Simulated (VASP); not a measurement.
# KBr (I4/mmm) in VASP: settings compared

KBr is run at these levels: PBE, r2SCAN; tasks: single point.

Program: VASP 6.6.1. These are calculated values, not measurements. Logs are shortened: lines on timing, memory, paths and dates and some standing lists are left out, and cuts for length are marked.

## (1) The cell of the first run

Symmetry: I4/mmm, No. 139, tetragonal system. Conventional cell: a = 4.717 Å, b = 4.717 Å, c = 6.593 Å, α = 90.00°, β = 90.00°, γ = 90.00°. Within 4.3 Å of K (site symmetry 4/mmm) lie 6 Br at 3.30 to 3.34 Å. Br (site symmetry 4/mmm) has 6 K at 3.30 to 3.34 Å within 4.3 Å.

## (2) Single point, PBE (epitaxial xy strain +1.0%)

INCAR

```
SYSTEM = KBr
PREC = Accurate
ENCUT = 520
EDIFF = 1E-6
ISMEAR = -1
SIGMA = 0.02
LREAL = .False.
LASPH = .True.
NELM = 60
ALGO = Normal
ISIF = 2
LWAVE = .False.
LCHARG = .False.
GGA = PE
NBANDS = 15
```

KPOINTS

```
regular mesh
0
Gamma
  6 6 6
  0 0 0
```

POSCAR

```
KBr
1.0
    0.0000000000      3.3352702846      3.2966401176
    3.3352702846      0.0000000000      3.2966401176
    3.3352702846      3.3352702846      0.0000000000
K Br
1 1
Direct
    0.0000000000      0.0000000000      0.0000000000
    0.5000000000      0.5000000000      0.5000000000
```

Potentials or basis: VASP PAW PBE potentials, release 64 (K_sv, Br).

Launch:

```
$ cat potpaw_PBE.64/K_sv/POTCAR potpaw_PBE.64/Br/POTCAR > POTCAR
$ mpirun -np 1 vasp_std > vasp.out
```

OUTCAR:

```text
SYSTEM = KBr
   PREC = Accurate
   ENCUT = 520
   EDIFF = 1E-6
   ISMEAR = -1
   LREAL = .False.
   LASPH = .True.
   NELM = 60
   ISIF = 2
   GGA = PE

 ion  position               nearest neighbor table
   1  0.000  0.000  0.000-   2 3.30   2 3.30
   2  0.500  0.500  0.500-   1 3.30   1 3.30

  LATTYP: Found a body centered tetragonal cell.
 ALAT       =     4.7167844707
 C/A-ratio  =     1.3978336887

  Lattice vectors:

 A1 = (   0.0000000000,  -3.3352702846,  -3.2966401176)
 A2 = (   0.0000000000,   3.3352702846,  -3.2966401176)
 A3 = (   3.3352702846,   0.0000000000,   3.2966401176)

Analysis of symmetry for initial positions (statically):
=====================================================================
 Subroutine PRICEL returns:
 Original cell was already a primitive cell.

 Routine SETGRP: Setting up the symmetry group for a
 body centered tetragonal supercell.

 Subroutine GETGRP returns: Found 16 space group operations
 (whereof 16 operations were pure point group operations)
 out of a pool of 16 trial point group operations.

The static configuration has the point symmetry D_4h.

Analysis of symmetry for dynamics (positions and initial velocities):
=====================================================================
 Subroutine PRICEL returns:
 Original cell was already a primitive cell.

 Routine SETGRP: Setting up the symmetry group for a
 body centered tetragonal supercell.

 Subroutine GETGRP returns: Found 16 space group operations
 (whereof 16 operations were pure point group operations)
 out of a pool of 16 trial point group operations.

The dynamic configuration has the point symmetry D_4h.

 Subroutine INISYM returns: Found 16 space group operations
 (whereof 16 operations are pure point group operations),
 and found     1 'primitive' translations

----------------------------------------------------------------------------------------

                                     Primitive cell

  volume of cell :      73.3438

  direct lattice vectors                    reciprocal lattice vectors
     0.000000000  3.335270285  3.296640118    -0.149912888  0.149912888  0.151669573
     3.335270285  0.000000000  3.296640118     0.149912888 -0.149912888  0.151669573
     3.335270285  3.335270285  0.000000000     0.149912888  0.149912888 -0.151669573

  length of vectors
     4.689548372  4.689548372  4.716784471     0.260674907  0.260674907  0.260674907

  position of ions in fractional coordinates (direct lattice)
     0.000000000  0.000000000  0.000000000
     0.500000000  0.500000000  0.500000000

  ion indices of the primitive-cell ions
   primitive index   ion index
                 1           1
                 2           2

----------------------------------------------------------------------------------------

 KPOINTS: regular mesh

Automatic generation of k-mesh.
 Grid dimensions read from file:
 generate k-points for:    6    6    6

 Generating k-lattice:

  Cartesian coordinates                     Fractional coordinates (reciprocal lattice)
    -0.024985481  0.024985481  0.025278262     0.166666667 -0.000000000  0.000000000
     0.024985481 -0.024985481  0.025278262    -0.000000000  0.166666667  0.000000000
     0.024985481  0.024985481 -0.025278262     0.000000000  0.000000000  0.166666667

  Length of vectors
     0.043445818  0.043445818  0.043445818

  Shift w.r.t. Gamma in fractional coordinates (k-lattice)
     0.000000000  0.000000000  0.000000000

 Subroutine IBZKPT returns following result:
 ===========================================

 Found     30 irreducible k-points:

 Following reciprocal coordinates:
            Coordinates               Weight
  0.000000  0.000000  0.000000      1.000000
  0.166667  0.000000  0.000000      8.000000
  0.333333 -0.000000  0.000000      8.000000
  0.500000  0.000000  0.000000      4.000000
  0.166667  0.166667  0.000000      2.000000
  0.333333  0.166667  0.000000      8.000000
[... 16 lines left out ...]
  0.333333  0.000000  0.333333      4.000000
  0.500000  0.000000  0.333333     16.000000
 [... further k-points ...]
   k-points           NKPTS =     30   k-points in BZ     NKDIM =     30   number of bands    NBANDS=     15
   number of dos      NEDOS =    301   number of ions     NIONS =      2
   total plane-waves  NPLWV =  46656
   dimension x,y,z NGX =    36 NGY =   36 NGZ =   36
   dimension x,y,z NGXF=    72 NGYF=   72 NGZF=   72
   ions per type =               1   1
   NGX,Y,Z   is equivalent  to a cutoff of  12.76, 12.76, 12.69 a.u.
   NGXF,Y,Z  is equivalent  to a cutoff of  25.52, 25.52, 25.38 a.u.
 SYSTEM =  KBr
   PREC   = accura    normal or accurate (medium, high low for compatibility)
   ISTART =      0    job   : 0-new  1-cont  2-samecut
   ICHARG =      2    charge: 1-file 2-atom 10-const
   ISPIN  =      1    spin polarized calculation?
   LNONCOLLINEAR =      F non collinear calculations
   LSORBIT =      F    spin-orbit coupling
   LASPH  =      T    aspherical Exc in radial PAW
   ENCUT  =  520.0 eV  38.22 Ry    6.18 a.u.   8.72  8.72  8.77*2*pi/ulx,y,z
   NELM   =     60;   NELMIN=  2; NELMDL= -5     # of ELM steps
   EDIFF  = 0.1E-05   stopping-criterion for ELM
   LREAL  =      F    real-space projection
   EDIFFG = 0.1E-04   stopping-criterion for IOM
   NSW    =      0    number of steps for IOM
   IBRION =     -1    ionic relax: 0-MD 1-quasi-New 2-CG
   NFREE  =      0    steps in history (QN), initial steepest desc. (CG)
   ISIF   =      2    stress and relaxation
   ISYM   =      2    0-nonsym 1-usesym 2-fastsym
   POTIM  = 0.5000    time-step for ionic-motion
   TEBEG  =    0.0;   TEEND  =   0.0 temperature during run
   PSTRESS=    0.0 pullay stress
   NELECT =      16.0000    total number of electrons
   NUPDOWN=      -1.0000    fix difference up-down
   EMIN   =  10.00;   EMAX   =-10.00  energy-range for DOS
   EFERMI =   0.00;   METHOD = LEGACY
   ISMEAR =    -1;   SIGMA  =   0.02  broadening in eV -4-tet -1-fermi 0-gaus
   EFERMI_NEDOS =   21; number of points for ismear=-14 and -15
   IALGO  =     38    algorithm
   IMIX   =      4    mixing-type and parameters
     AMIX     =   0.40;   BMIX     =  1.00
     AMIX_MAG =   1.60;   BMIX_MAG =  1.00
  volume/ion in A,a.u.               =      36.67       247.47
  Fermi-wavevector in a.u.,A,eV,Ry     =   0.985508  1.862341 13.214341  0.971227
  Thomas-Fermi vector in A             =   2.116821
   LORBIT       =      0    0 simple, 1 ext, 2 COOP (PROOUT), +10 PAW based schemes
   GGA     = PE    functional components
   LHFCALC =     F    Hartree Fock is set to
   AEXX    =    0.0000 exact exchange contribution
   IVDW    =     0    specifies the selected vdW correction
   LEPSILON=     F    determine dielectric tensor
   LRPA    =     F    only Hartree local field effects (RPA)
 non-spin polarized calculation
  energy-cutoff  :      520.00
  volume of cell :       73.34
 maximum number of plane-waves:      1996
   NGX = 17   NGY = 17   NGZ = 17

 number of electron      15.9999997 magnetization

 Free energy of the ion-electron system (eV)
  ---------------------------------------------------
  ext. energy  EPLUGINS =         0.00000000
  ---------------------------------------------------
  free energy    TOTEN  =        -6.21997858 eV

  energy without entropy =       -6.21997858  energy(sigma->0) =       -6.21997858

 E-fermi :  -1.3385     XC(G=0):  -7.2899

 val. band max:       -1.8167232207   @ k =   0.0000   0.0000   0.0000
 cond. band min:       2.5602288005   @ k =   0.0000   0.0000   0.0000
 fundamental gap:      4.3769520212
 Fermi energy:        -1.3385356684

 k-point     1 :       0.0000    0.0000    0.0000
  band No.  band energies     occupation
      1     -29.6443      2.00000
      2     -14.0879      2.00000
      3     -13.1202      2.00000
      4     -13.1202      2.00000
      5     -13.1198      2.00000
      6      -1.8212      2.00000
      7      -1.8212      2.00000
      8      -1.8167      2.00000
      9       2.5602      0.00000
     10       5.7564      0.00000
     11       5.7564      0.00000
     12       5.8264      0.00000
     13       6.5639      0.00000
     14       6.6168      0.00000
     15       9.7301      0.00000

 k-point     2 :       0.1667    0.0000    0.0000
  band No.  band energies     occupation
      1     -29.6430      2.00000
      2     -14.1382      2.00000
      3     -13.1218      2.00000
      4     -13.1210      2.00000
      5     -13.0533      2.00000
      6      -2.1725      2.00000
      7      -1.9051      2.00000
      8      -1.9025      2.00000
      9       3.2037      0.00000
     10       5.6351      0.00000
     11       6.0767      0.00000
     12       6.1193      0.00000
     13       6.9074      0.00000
     14       6.9656      0.00000
     15      10.5914      0.00000

 k-point     3 :       0.3333   -0.0000    0.0000
  band No.  band energies     occupation
      1     -29.6405      2.00000
      2     -14.2238      2.00000
      3     -13.1250      2.00000
      4     -13.1231      2.00000
      5     -12.9341      2.00000
      6      -2.7267      2.00000
      7      -2.0628      2.00000
      8      -2.0610      2.00000
      9       4.3170      0.00000
     10       5.8513      0.00000
     11       6.9302      0.00000
     12       6.9644      0.00000
     13       7.7737      0.00000
     14       7.8445      0.00000
     15       9.5600      0.00000
[... 343 lines left out ...]
 k-point    23 :       0.3333    0.0000    0.3333
  band No.  band energies     occupation
      1     -29.6395      2.00000
      2     -14.0908      2.00000
      3     -13.1451      2.00000
      4     -13.1434      2.00000
      5     -13.0871      2.00000
      6      -2.6111      2.00000
      7      -2.0390      2.00000
      8      -2.0347      2.00000
      9       4.3690      0.00000
     10       4.6560      0.00000
     11       7.2406      0.00000
     12       7.6550      0.00000
     13       8.0358      0.00000
     14       8.0657      0.00000
     15       8.8791      0.00000

 k-point    24 :       0.5000    0.0000    0.3333
  band No.  band energies     occupation
      1     -29.6383      2.00000
      2     -14.0768      2.00000
      3     -13.1747      2.00000
      4     -13.1455      2.00000
      5     -13.0790      2.00000
      6      -2.6047      2.00000
      7      -2.2330      2.00000
      8      -2.1039      2.00000
      9       4.4820      0.00000
     10       5.5432      0.00000
     11       7.0247      0.00000
     12       7.6941      0.00000
     13       7.8686      0.00000
     14       8.5805      0.00000
     15       9.0314      0.00000

 [... further k-points ...]
[... 5 lines left out ...]
  --------------------------------------------------------------------------------------
  -------------------------------------------------------------------------------------
  Total        0.1445889      0.1445889      0.3074604      0.0000000     -0.0000000      0.0000000
  in kB        3.1585074      3.1585074      6.7163930      0.0000000     -0.0000000      0.0000000
  external PRESSURE =       4.3444692 kB  Pullay stress =       0.0000000 kB

 VOLUME and BASIS-vectors are now :
 -----------------------------------------------------------------------------
  energy-cutoff  :      520.00
  volume of cell :       73.34
      direct lattice vectors                 reciprocal lattice vectors
     0.000000000  3.335270285  3.296640118    -0.149912888  0.149912888  0.151669573
     3.335270285  0.000000000  3.296640118     0.149912888 -0.149912888  0.151669573
     3.335270285  3.335270285  0.000000000     0.149912888  0.149912888 -0.151669573

 POSITION                                       TOTAL-FORCE (eV/Angst)
 -----------------------------------------------------------------------------------
      0.00000      0.00000      0.00000         0.000000     -0.000000     -0.000000
      3.33527      3.33527      3.29664        -0.000000      0.000000      0.000000
 -----------------------------------------------------------------------------------
    total drift:                                0.000000      0.000000      0.000000

  FREE ENERGIE OF THE ION-ELECTRON SYSTEM (eV)
  ---------------------------------------------------
  free  energy   TOTEN  =        -6.2199785775 eV

  energy  without entropy=       -6.2199785774  energy(sigma->0) =       -6.21997858
```

Wall time 20 s (1 thread of Intel Xeon 6975P-C (Granite Rapids), shared host); peak memory 0.21 GiB.

Results:

| Quantity | Value |
| --- | --- |
| Free energy | -6.2200 eV |
| Pressure | 0.4 GPa |
| Band gap on the k mesh | 4.38 eV, direct |

Caveat: the cell differs from its parent crystal (epitaxial xy strain +1.0%).

## (3) Single point, PBE (uniaxial z strain +1.5%)

INCAR

```
SYSTEM = KBr
  PREC = Accurate
  ENCUT = 520
  EDIFF = 1E-6
  ISMEAR = -1
  SIGMA = 0.02
  LREAL = .FALSE.
  LASPH = .TRUE.
  NELM = 60
  ALGO = Normal
  ISIF = 2
  LWAVE = .FALSE.
  LCHARG = .FALSE.
  GGA = PE
  NBANDS = 15
```

KPOINTS

```
regular mesh
0
G
  6 6 6
  0 0 0
```

POSCAR

```
KBr
1.0
    0.0000000000      3.3022478065      3.3517815236
    3.3022478065      0.0000000000      3.3517815236
    3.3022478065      3.3022478065      0.0000000000
K Br
1 1
Direct
    0.0000000000      0.0000000000      0.0000000000
    0.5000000000      0.5000000000      0.5000000000
```

Potentials or basis: VASP PAW PBE potentials, release 64 (K_sv, Br).

Launch:

```
$ cat potpaw_PBE.64/K_sv/POTCAR potpaw_PBE.64/Br/POTCAR > POTCAR
$ mpirun -np 1 vasp_std > vasp.out
```

Run time: 16 s. Hardware: 1 thread of Intel Xeon 6975P-C (Granite Rapids), shared host; peak memory 0.21 GiB.

Results (log left out):

```yaml
Free_energy: -6.2189 eV
Pressure: 0.5 GPa
Band_gap_on_the_k_mesh: 4.39 eV, direct
```

Stress tensor (GPa, compression positive):
```
0.64 0.00 0.00
0.00 0.64 0.00
0.00 0.00 0.20
```

Levels at points of the mesh, in eV from the valence-band top:
| k point | band 5 | band 6 | band 7 | band 8 | band 9 | band 10 | band 11 | band 12 |
| --- | --- | --- | --- | --- | --- | --- | --- | --- |
| (0.00, 0.00, 0.00) | -11.29 | -0.01 | 0.00 | 0.00 | 4.39 | 7.54 | 7.63 | 7.63 |
| (0.50, 0.00, 0.00) | -11.05 | -1.15 | -0.32 | -0.32 | 6.55 | 8.17 | 9.71 | 9.72 |
| (0.50, 0.50, 0.00) | -11.33 | -0.81 | -0.27 | -0.27 | 5.89 | 7.12 | 9.32 | 9.36 |
| (0.50, 0.00, 0.50) | -11.33 | -0.79 | -0.29 | -0.28 | 5.88 | 7.14 | 9.35 | 9.44 |

Caveat: the cell differs from its parent crystal (uniaxial z strain +1.5%).

## (4) Single point, r2SCAN (epitaxial xy strain +1.0%)

POSCAR

```
KBr
1.0
    0.0000000000      3.3352702846      3.2966401176
    3.3352702846      0.0000000000      3.2966401176
    3.3352702846      3.3352702846      0.0000000000
K Br
1 1
Direct
    0.0000000000      0.0000000000      0.0000000000
    0.5000000000      0.5000000000      0.5000000000
```

INCAR.step1

```
SYSTEM = KBr
PREC = Accurate
ENCUT = 520
ISMEAR = 0
SIGMA = 0.01
LREAL = .FALSE.
LASPH = .TRUE.
NELM = 80
NBANDS = 15
GGA = PE
ALGO = Normal
EDIFF = 1E-4
LWAVE = .TRUE.
LCHARG = .FALSE.
```

INCAR.step2

```
SYSTEM = KBr
PREC = Accurate
ENCUT = 520
EDIFF = 1E-7
ISMEAR = 0
SIGMA = 0.01
LREAL = .FALSE.
LASPH = .TRUE.
NELM = 80
ALGO = Normal
ISIF = 2
LWAVE = .FALSE.
LCHARG = .FALSE.
METAGGA = R2SCAN
LMIXTAU = .TRUE.
NBANDS = 15
ISTART = 1
```

KPOINTS is that of step 3.

Launch:

```
$ cat potpaw_PBE.64/K_sv/POTCAR potpaw_PBE.64/Br/POTCAR > POTCAR
$ cp INCAR.step1 INCAR
$ mpirun -np 1 vasp_std > vasp.out
$ cp INCAR.step2 INCAR
$ mpirun -np 1 vasp_std > vasp.out
```

It took 85 s on 1 thread of Intel Xeon 6975P-C (Granite Rapids), shared host; peak memory 0.23 GiB.

Results (log left out):

* Free energy: -23.2473 eV
* Pressure: -0.2 GPa
* Band gap on the k mesh: 5.02 eV, direct

Stress tensor (GPa, compression positive):
```
-0.37  0.00  0.00
 0.00 -0.37  0.00
 0.00  0.00  0.01
```

Levels at points of the mesh, in eV from the valence-band top:
| k point | band 4 | band 5 | band 6 | band 7 | band 8 | band 9 | band 10 | band 11 | band 12 | band 13 |
| --- | --- | --- | --- | --- | --- | --- | --- | --- | --- | --- |
| (0.00, 0.00, 0.00) | -11.63 | -11.63 | -0.01 | -0.01 | 0.00 | 5.02 | 8.21 | 8.21 | 8.28 | 9.17 |
| (0.50, 0.00, 0.00) | -11.64 | -11.40 | -1.13 | -0.32 | -0.31 | 7.08 | 8.79 | 10.47 | 10.48 | 10.70 |
| (0.50, 0.50, 0.00) | -11.67 | -11.67 | -0.80 | -0.30 | -0.30 | 6.37 | 7.96 | 10.06 | 10.19 | 10.50 |
| (0.50, 0.00, 0.50) | -11.67 | -11.67 | -0.81 | -0.28 | -0.28 | 6.38 | 7.95 | 10.00 | 10.16 | 10.49 |

Caveat: the cell differs from its parent crystal (epitaxial xy strain +1.0%); the PAW data sets were made with another functional, which shifts forces and pressure a little.

## (5) The runs side by side

```csv
level,cell,smearing,gap on the mesh (eV),pressure (GPa)
PBE,"a = 4.690, b = 4.690, c = 4.717 Å, angles 59.8, 59.8, 60.4°, 2 atoms",fermi-dirac 0.02 eV,4.38,0.4
PBE,"a = 4.705, b = 4.705, c = 4.670 Å, angles 60.2, 60.2, 59.5°, 2 atoms",fermi-dirac 0.02 eV,4.39,0.5
r2SCAN,"a = 4.690, b = 4.690, c = 4.717 Å, angles 59.8, 59.8, 60.4°, 2 atoms",gaussian 0.01 eV,5.02,-0.2
```

Alike in all rows: task single point; potentials or basis VASP PAW PBE potentials, release 64 (K_sv, Br); no spin polarisation; k mesh 6 × 6 × 6; cutoff (eV) 520.

Caveats: the PAW data sets were made with another functional, which shifts forces and pressure a little (some runs).

Total energies depend on the potentials used, so only differences within one code and one set of settings carry meaning.
